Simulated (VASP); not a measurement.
# C in VASP: a series of runs

C is run at these levels: PBE; tasks: single point.

All numbers are computed with VASP 6.6.1; they aren't measurements. Logs are shortened: lines on timing, memory, paths and dates and some standing lists are left out, and cuts for length are marked.

## (1) The cell of the first run

The structure is orthorhombic, space group Pmm2 (No. 25). Conventional cell: a = 2.568 Å, b = 4.387 Å, c = 4.459 Å, α = 90.00°, β = 90.00°, γ = 90.00°. Within 2.0 Å of C (site symmetry m) lie 4 C at 1.53 to 1.58 Å. Within 2.0 Å of C (site symmetry m) lie 4 C at 1.53 to 1.59 Å. Within 2.1 Å of C (site symmetry m) lie 4 C at 1.55 to 1.64 Å. Within 2.0 Å of C (site symmetry m) lie 4 C at 1.53 to 1.55 Å.

## (2) Single point, PBE

INCAR

```
SYSTEM = C
PREC = Accurate
ENCUT = 520
EDIFF = 1E-6
ISMEAR = 0
SIGMA = 0.02
LREAL = .False.
LASPH = .True.
NELM = 60
ALGO = Normal
ISIF = 2
LWAVE = .False.
LCHARG = .True.
GGA = PE
LELF = .True.
LVHAR = .True.
NBANDS = 26
```

KPOINTS

```
Automatic mesh
0
Gamma
  10 6 6
  0 0 0
```

POSCAR

```
C
1.0
    2.5676331113      0.0000000000      0.0000000000
    0.0000000000      4.3874268447      0.0000000000
    0.0000000000      0.0000000000      4.4585651000
C
8
Direct
    0.5000000000      0.8198873351      0.0834786423
    0.5000000000      0.1801126649      0.0834786423
    0.5000000000      0.6815521698      0.3973685797
    0.5000000000      0.3184478302      0.3973685797
    0.0000000000      0.6864756304      0.9337385351
    0.0000000000      0.3135243696      0.9337385351
    0.0000000000      0.6765932805      0.5855208664
    0.0000000000      0.3234067195      0.5855208664
```

Potentials or basis: VASP PAW PBE potentials, release 64 (C).

The run is started by

```sh
cat potpaw_PBE.64/C/POTCAR > POTCAR
mpirun -np 1 vasp_std > vasp.out
```

OUTCAR:

```text
SYSTEM = C
   PREC = Accurate
   ENCUT = 520
   EDIFF = 1E-6
   ISMEAR = 0
   LREAL = .False.
   LASPH = .True.
   NELM = 60
   ISIF = 2
   GGA = PE

 ion  position               nearest neighbor table
   1  0.500  0.820  0.083-   3 1.53   5 1.56   5 1.56   2 1.58
   2  0.500  0.180  0.083-   4 1.53   6 1.56   6 1.56   1 1.58
   3  0.500  0.682  0.397-   1 1.53   7 1.53   7 1.53   4 1.59
   4  0.500  0.318  0.397-   2 1.53   8 1.53   8 1.53   3 1.59
   5  0.000  0.686  0.934-   7 1.55   1 1.56   1 1.56   6 1.64
   6  0.000  0.314  0.934-   8 1.55   2 1.56   2 1.56   5 1.64
   7  0.000  0.677  0.586-   3 1.53   3 1.53   8 1.55   5 1.55
   8  0.000  0.323  0.586-   4 1.53   4 1.53   7 1.55   6 1.55

  LATTYP: Found a simple orthorhombic cell.
 ALAT       =     2.5676331113
 B/A-ratio  =     1.7087436774
 C/A-ratio  =     1.7364494485

  Lattice vectors:

 A1 = (   2.5676331113,   0.0000000000,   0.0000000000)
 A2 = (   0.0000000000,   4.3874268447,   0.0000000000)
 A3 = (   0.0000000000,   0.0000000000,   4.4585651000)

Analysis of symmetry for initial positions (statically):
=====================================================================
 Subroutine PRICEL returns:
 Original cell was already a primitive cell.

 Routine SETGRP: Setting up the symmetry group for a
 simple orthorhombic supercell.

 Subroutine GETGRP returns: Found  4 space group operations
 (whereof  4 operations were pure point group operations)
 out of a pool of  8 trial point group operations.

The static configuration has the point symmetry C_2v.

Analysis of symmetry for dynamics (positions and initial velocities):
=====================================================================
 Subroutine PRICEL returns:
 Original cell was already a primitive cell.

 Routine SETGRP: Setting up the symmetry group for a
 simple orthorhombic supercell.

 Subroutine GETGRP returns: Found  4 space group operations
 (whereof  4 operations were pure point group operations)
 out of a pool of  8 trial point group operations.

The dynamic configuration has the point symmetry C_2v.

 Subroutine INISYM returns: Found  4 space group operations
 (whereof  4 operations are pure point group operations),
 and found     1 'primitive' translations

----------------------------------------------------------------------------------------

                                     Primitive cell

  volume of cell :      50.2271

  direct lattice vectors                    reciprocal lattice vectors
     2.567633111  0.000000000  0.000000000     0.389463742  0.000000000  0.000000000
     0.000000000  4.387426845  0.000000000     0.000000000  0.227924028  0.000000000
     0.000000000  0.000000000  4.458565100     0.000000000  0.000000000  0.224287406

  length of vectors
     2.567633111  4.387426845  4.458565100     0.389463742  0.227924028  0.224287406

  position of ions in fractional coordinates (direct lattice)
     0.500000000  0.819887335  0.083478642
     0.500000000  0.180112665  0.083478642
     0.500000000  0.681552170  0.397368580
     0.500000000  0.318447830  0.397368580
     0.000000000  0.686475630  0.933738535
     0.000000000  0.313524370  0.933738535
     0.000000000  0.676593281  0.585520866
     0.000000000  0.323406719  0.585520866

  ion indices of the primitive-cell ions
   primitive index   ion index
                 1           1
                 2           2
                 3           3
                 4           4
                 5           5
                 6           6
                 7           7
                 8           8

----------------------------------------------------------------------------------------

 KPOINTS: Automatic mesh

Automatic generation of k-mesh.
 Grid dimensions read from file:
 generate k-points for:   10    6    6

 Generating k-lattice:

  Cartesian coordinates                     Fractional coordinates (reciprocal lattice)
     0.038946374  0.000000000  0.000000000     0.100000000  0.000000000  0.000000000
     0.000000000  0.037987338  0.000000000     0.000000000  0.166666667  0.000000000
     0.000000000  0.000000000  0.037381234     0.000000000  0.000000000  0.166666667

  Length of vectors
     0.038946374  0.037987338  0.037381234

  Shift w.r.t. Gamma in fractional coordinates (k-lattice)
     0.000000000  0.000000000  0.000000000

 Subroutine IBZKPT returns following result:
 ===========================================

 Found     96 irreducible k-points:

 Following reciprocal coordinates:
            Coordinates               Weight
  0.000000  0.000000  0.000000      1.000000
  0.100000  0.000000  0.000000      2.000000
  0.200000  0.000000  0.000000      2.000000
  0.300000  0.000000  0.000000      2.000000
  0.400000  0.000000  0.000000      2.000000
  0.500000  0.000000  0.000000      1.000000
[... 16 lines left out ...]
  0.400000  0.500000  0.000000      2.000000
  0.500000  0.500000  0.000000      1.000000
 [... further k-points ...]
   k-points           NKPTS =     96   k-points in BZ     NKDIM =     96   number of bands    NBANDS=     26
   number of dos      NEDOS =    301   number of ions     NIONS =      8
   total plane-waves  NPLWV =  25920
   dimension x,y,z NGX =    20 NGY =   36 NGZ =   36
   dimension x,y,z NGXF=    40 NGYF=   72 NGZF=   72
   ions per type =               8
   NGX,Y,Z   is equivalent  to a cutoff of  12.95, 13.64, 13.42 a.u.
   NGXF,Y,Z  is equivalent  to a cutoff of  25.90, 27.28, 26.85 a.u.
 SYSTEM =  C
   PREC   = accura    normal or accurate (medium, high low for compatibility)
   ISTART =      0    job   : 0-new  1-cont  2-samecut
   ICHARG =      2    charge: 1-file 2-atom 10-const
   ISPIN  =      1    spin polarized calculation?
   LNONCOLLINEAR =      F non collinear calculations
   LSORBIT =      F    spin-orbit coupling
   LASPH  =      T    aspherical Exc in radial PAW
   ENCUT  =  520.0 eV  38.22 Ry    6.18 a.u.   4.77  8.16  8.29*2*pi/ulx,y,z
   NELM   =     60;   NELMIN=  2; NELMDL= -5     # of ELM steps
   EDIFF  = 0.1E-05   stopping-criterion for ELM
   LREAL  =      F    real-space projection
   EDIFFG = 0.1E-04   stopping-criterion for IOM
   NSW    =      0    number of steps for IOM
   IBRION =     -1    ionic relax: 0-MD 1-quasi-New 2-CG
   NFREE  =      0    steps in history (QN), initial steepest desc. (CG)
   ISIF   =      2    stress and relaxation
   ISYM   =      2    0-nonsym 1-usesym 2-fastsym
   POTIM  = 0.5000    time-step for ionic-motion
   TEBEG  =    0.0;   TEEND  =   0.0 temperature during run
   PSTRESS=    0.0 pullay stress
   NELECT =      32.0000    total number of electrons
   NUPDOWN=      -1.0000    fix difference up-down
   EMIN   =  10.00;   EMAX   =-10.00  energy-range for DOS
   EFERMI =   0.00;   METHOD = LEGACY
   ISMEAR =     0;   SIGMA  =   0.02  broadening in eV -4-tet -1-fermi 0-gaus
   EFERMI_NEDOS =   21; number of points for ismear=-14 and -15
   IALGO  =     38    algorithm
   IMIX   =      4    mixing-type and parameters
     AMIX     =   0.40;   BMIX     =  1.00
     AMIX_MAG =   1.60;   BMIX_MAG =  1.00
  volume/ion in A,a.u.               =       6.28        42.37
  Fermi-wavevector in a.u.,A,eV,Ry     =   1.408679  2.662018 26.999098  1.984378
  Thomas-Fermi vector in A             =   2.530813
   LORBIT       =      0    0 simple, 1 ext, 2 COOP (PROOUT), +10 PAW based schemes
   GGA     = PE    functional components
   LHFCALC =     F    Hartree Fock is set to
   AEXX    =    0.0000 exact exchange contribution
   IVDW    =     0    specifies the selected vdW correction
   LEPSILON=     F    determine dielectric tensor
   LRPA    =     F    only Hartree local field effects (RPA)
 non-spin polarized calculation
 Gauss-broadening in eV      SIGMA  =   0.02
  energy-cutoff  :      520.00
  volume of cell :       50.23
 maximum number of plane-waves:      1380
 NGX is ok and might be reduce to    20
   NGX =  9   NGY = 17   NGZ = 17

 number of electron      31.9999998 magnetization

 Free energy of the ion-electron system (eV)
  ---------------------------------------------------
  ext. energy  EPLUGINS =         0.00000000
  ---------------------------------------------------
  free energy    TOTEN  =       -68.99769367 eV

  energy without entropy =      -68.99769367  energy(sigma->0) =      -68.99769367

 E-fermi :   8.7661     XC(G=0): -12.5383

 val. band max:        8.6715351456   @ k =   0.1000   0.5000   0.5000
 cond. band min:      10.6220610509   @ k =   0.0000   0.5000   0.5000
 fundamental gap:      1.9505259052
 Fermi energy:         8.7661220017

 k-point     1 :       0.0000    0.0000    0.0000
  band No.  band energies     occupation
      1     -12.9126      2.00000
      2      -8.5351      2.00000
      3      -7.2318      2.00000
      4      -6.3289      2.00000
      5      -2.7957      2.00000
      6      -2.5381      2.00000
[... 18 lines left out ...]
     25      17.5648      0.00000
     26      18.8092      0.00000

 k-point     2 :       0.1000    0.0000    0.0000
  band No.  band energies     occupation
      1     -12.7377      2.00000
      2      -8.3676      2.00000
      3      -7.0712      2.00000
      4      -6.2267      2.00000
      5      -2.6313      2.00000
      6      -2.3950      2.00000
[... 18 lines left out ...]
     25      18.0507      0.00000
     26      18.2308      0.00000

 k-point     3 :       0.2000    0.0000    0.0000
  band No.  band energies     occupation
      1     -12.2156      2.00000
      2      -7.8686      2.00000
      3      -6.5917      2.00000
      4      -5.9996      2.00000
      5      -2.1637      2.00000
      6      -1.9666      2.00000
[... 18 lines left out ...]
     25      18.6442      0.00000
     26      18.9352      0.00000

 k-point     4 :       0.3000    0.0000    0.0000
  band No.  band energies     occupation
      1     -11.3564      2.00000
      2      -7.0620      2.00000
      3      -6.0548      2.00000
      4      -5.8020      2.00000
      5      -2.6313      2.00000
      6      -1.5111      2.00000
[... 18 lines left out ...]
     25      19.2064      0.00000
     26      19.7620      0.00000

 k-point     5 :       0.4000    0.0000    0.0000
  band No.  band energies     occupation
      1     -10.1844      2.00000
      2      -7.1940      2.00000
      3      -5.8483      2.00000
      4      -4.7247      2.00000
      5      -3.1112      2.00000
      6      -2.1128      2.00000
[... 18 lines left out ...]
     25      20.0641      0.00000
     26      20.1499      0.00000

 k-point     6 :       0.5000    0.0000    0.0000
  band No.  band energies     occupation
      1      -8.9353      2.00000
      2      -8.5231      2.00000
      3      -4.6896      2.00000
      4      -4.1788      2.00000
      5      -3.6309      2.00000
      6      -3.0687      2.00000
[... 427 lines left out ...]
 k-point    21 :       0.2000    0.5000    0.0000
  band No.  band energies     occupation
      1     -11.7325      2.00000
      2      -9.1338      2.00000
      3      -6.6968      2.00000
      4      -5.1704      2.00000
      5      -3.6404      2.00000
      6      -2.3701      2.00000
[... 18 lines left out ...]
     25      17.9143      0.00000
     26      20.2584      0.00000

 k-point    22 :       0.3000    0.5000    0.0000
  band No.  band energies     occupation
      1     -10.8832      2.00000
      2      -8.3125      2.00000
      3      -5.9763      2.00000
      4      -5.2665      2.00000
      5      -2.8997      2.00000
      6      -2.5096      2.00000
[... 18 lines left out ...]
     25      19.3668      0.00000
     26      20.2218      0.00000

 k-point    23 :       0.4000    0.5000    0.0000
  band No.  band energies     occupation
      1      -9.7342      2.00000
      2      -7.2338      2.00000
      3      -6.6182      2.00000
      4      -4.7070      2.00000
      5      -3.7778      2.00000
      6      -2.3520      2.00000
[... 18 lines left out ...]
     25      19.2345      0.00000
     26      20.1542      0.00000

 k-point    24 :       0.5000    0.5000    0.0000
  band No.  band energies     occupation
      1      -8.6530      2.00000
      2      -7.8120      2.00000
      3      -6.3952      2.00000
      4      -4.7781      2.00000
      5      -3.6892      2.00000
      6      -3.0186      2.00000
[... 18 lines left out ...]
     25      18.6054      0.00000
     26      19.5725      0.00000

 [... further k-points ...]

------------------------ aborting loop because EDIFF is reached ----------------------------------------

  FORCE on cell =-STRESS in cart. coord.  units (eV):
  Direction    XX          YY          ZZ          XY          YZ          ZX
  --------------------------------------------------------------------------------------
  -------------------------------------------------------------------------------------
  Total        0.1866743      0.1783439      0.1825850      0.0000000      0.0000000      0.0000000
  in kB        5.9546625      5.6889338      5.8242203      0.0000000      0.0000000      0.0000000
  external PRESSURE =       5.8226055 kB  Pullay stress =       0.0000000 kB

 VOLUME and BASIS-vectors are now :
 -----------------------------------------------------------------------------
  energy-cutoff  :      520.00
  volume of cell :       50.23
      direct lattice vectors                 reciprocal lattice vectors
     2.567633111  0.000000000  0.000000000     0.389463742  0.000000000  0.000000000
     0.000000000  4.387426845  0.000000000     0.000000000  0.227924028  0.000000000
     0.000000000  0.000000000  4.458565100     0.000000000  0.000000000  0.224287406

 POSITION                                       TOTAL-FORCE (eV/Angst)
 -----------------------------------------------------------------------------------
      1.28382      3.59720      0.37219        -0.000000      0.011854     -0.008133
      1.28382      0.79023      0.37219        -0.000000     -0.011854     -0.008133
      1.28382      2.99026      1.77169        -0.000000      0.026920     -0.011737
      1.28382      1.39717      1.77169        -0.000000     -0.026920     -0.011737
      0.00000      3.01186      4.16313        -0.000000      0.009458      0.008629
      0.00000      1.37557      4.16313         0.000000     -0.009458      0.008629
      0.00000      2.96850      2.61058        -0.000000      0.055387      0.011241
      0.00000      1.41892      2.61058        -0.000000     -0.055387      0.011241
 -----------------------------------------------------------------------------------
    total drift:                                0.000000      0.000000     -0.000042

  FREE ENERGIE OF THE ION-ELECTRON SYSTEM (eV)
  ---------------------------------------------------
  free  energy   TOTEN  =       -68.9976936737 eV

  energy  without entropy=      -68.9976936737  energy(sigma->0) =      -68.99769367
```

Wall time 60 s (1 thread of Intel Xeon 6975P-C (Granite Rapids), shared host); peak memory 0.21 GiB.

What came out:

```yaml
Free_energy: -68.9977 eV
Pressure: 0.6 GPa
Largest_force: 0.057 eV/Å
Band_gap_on_the_k_mesh: 1.95 eV (least direct gap 2.01 eV)
```

Forces on the atoms (eV/Å):
```
C    0.000  0.012 -0.008
C    0.000 -0.012 -0.008
C    0.000  0.027 -0.012
C    0.000 -0.027 -0.012
C    0.000  0.009  0.009
C    0.000 -0.009  0.009
C    0.000  0.055  0.011
C    0.000 -0.055  0.011
```

## (3) Single point, PBE

INCAR

```
PREC     = Accurate       # precision mode
ENCUT    = 520            # plane-wave cutoff, eV
EDIFF    = 1E-6           # SCF threshold, eV
ISMEAR   = 0              # smearing method
SIGMA    = 0.1            # smearing width, eV
LREAL    = False          # projectors in reciprocal space
LASPH    = True           # aspherical terms in the spheres
NELM     = 80             # most SCF steps
ALGO     = Normal         # electronic algorithm
ISIF     = 2              # what is computed and relaxed
LWAVE    = False          # write WAVECAR
LCHARG   = False          # write CHGCAR
GGA      = PE             # functional
NBANDS   = 26             # bands
```

KPOINTS

```
regular mesh
0
Gamma
  6 6 6
```

POSCAR

```
C
1.0
    2.5682535974     -0.0088777871      0.0116790054
    0.0153764800      4.4579270777     -0.0000572670
   -0.0198997966     -0.0003966031      4.3867976957
C
8
Direct
    0.0000058146     -0.0834548841     -0.0698553852
   -0.0000057929     -0.0834001157      0.5698698388
    0.0000048329      0.6025892982      0.0684240485
   -0.0000034699      0.6026434464      0.4315367816
    0.5000057590      1.0662469898      1.0635135291
    0.4999960884      1.0662991967      0.4365223898
    0.5000036193      0.4145119727      1.0733923960
    0.4999931488      0.4145640959      0.4265964015
```

Potentials or basis: VASP PAW PBE potentials, release 64 (C).

The run is started by

```sh
cat potpaw_PBE.64/C/POTCAR > POTCAR
mpirun -np 1 vasp_std > vasp.out
```

Run time: 68 s. Hardware: 1 thread of Intel Xeon 6975P-C (Granite Rapids), shared host; peak memory 0.22 GiB.

Results (log left out):

- Free energy: -68.9942 eV
- Pressure: 0.6 GPa
- Largest force: 0.057 eV/Å
- Band gap on the k mesh: 2.01 eV

Forces on the atoms (eV/Å):
```
C    0.000  0.006 -0.013
C    0.000  0.005  0.012
C    0.000  0.011 -0.028
C    0.000  0.010  0.028
C    0.000 -0.006 -0.005
C    0.000 -0.007  0.005
C    0.000 -0.010 -0.056
C    0.000 -0.010  0.056
```

Levels at points of the mesh, in eV from the valence-band top:
```tsv
k point	band 14	band 15	band 16	band 17	band 18	band 19
(0.00, 0.00, 0.00)	-0.94	-0.47	-0.17	3.74	4.55	4.73
(0.50, 0.00, 0.00)	-5.53	-4.04	-3.27	4.70	5.62	7.57
(0.00, 0.50, 0.00)	-1.96	-1.96	-1.06	4.05	4.84	5.37
(0.50, 0.50, 0.00)	-3.65	-3.53	-3.50	3.02	3.85	7.04
(0.00, 0.00, 0.50)	-2.09	-1.40	-1.17	2.66	4.40	5.72
(0.50, 0.00, 0.50)	-4.56	-3.58	-1.61	3.99	5.95	6.51
(0.00, 0.50, 0.50)	-4.01	-2.25	0.00	2.01	4.70	5.74
(0.50, 0.50, 0.50)	-4.31	-3.65	-2.74	4.15	4.50	4.88
```

A k mesh can miss the band edges.
